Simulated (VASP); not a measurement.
Crystal: Ti2In.

```
Ti In
1.0
     0.00000    3.16901    3.16901
     3.16901    0.00000    3.16901
     3.16901    3.16901    0.00000
Ti In
2 1
Cartesian
  4.7535 4.7535 4.7535
  1.5845 1.5845 1.5845
  3.1690 3.1690 3.1690
```

The cell was built from a structure type or drawn by symmetry, and may not be a known phase.

| Property | Result |
| --- | --- |
| Program | VASP 6.6.1 |
| Task | relaxation of cell and atoms |
| Functional | PBE |
| Potentials or basis | VASP PAW PBE potentials, release 64 (Ti_sv, In_d) |
| Cutoff | 600 eV |
| k mesh | 6 × 6 × 6 |
| Occupations | gaussian, width 0.1 eV |
| Spin | no spin polarisation |

At the start: pressure 4.4 GPa; volume 21.22 Å³/atom.

How do energy, volume and symmetry change on relaxing?

Over 3 steps the energy falls by 13.8 meV/atom and the volume is 22.24 Å³/atom (+4.8 %); space group Fm-3m (No. 225, to 0.1 Å) before and after.

The path:
```tsv
step	energy change (eV)	largest force (eV/Å)	pressure (GPa)	volume (Å³)
1	0.0000	0.0000	4.44	63.65
2	-0.0181	0.0000	-2.73	69.22
3	-0.0415	0.0000	0.11	66.73
```

Final structure:
```
CELL_PARAMETERS angstrom
0.00000 3.21927 3.21927
3.21927 0.00000 3.21927
3.21927 3.21927 0.00000
ATOMIC_POSITIONS crystal
Ti 0.75000 0.75000 0.75000
Ti 0.25000 0.25000 0.25000
In 0.50000 0.50000 0.50000
```
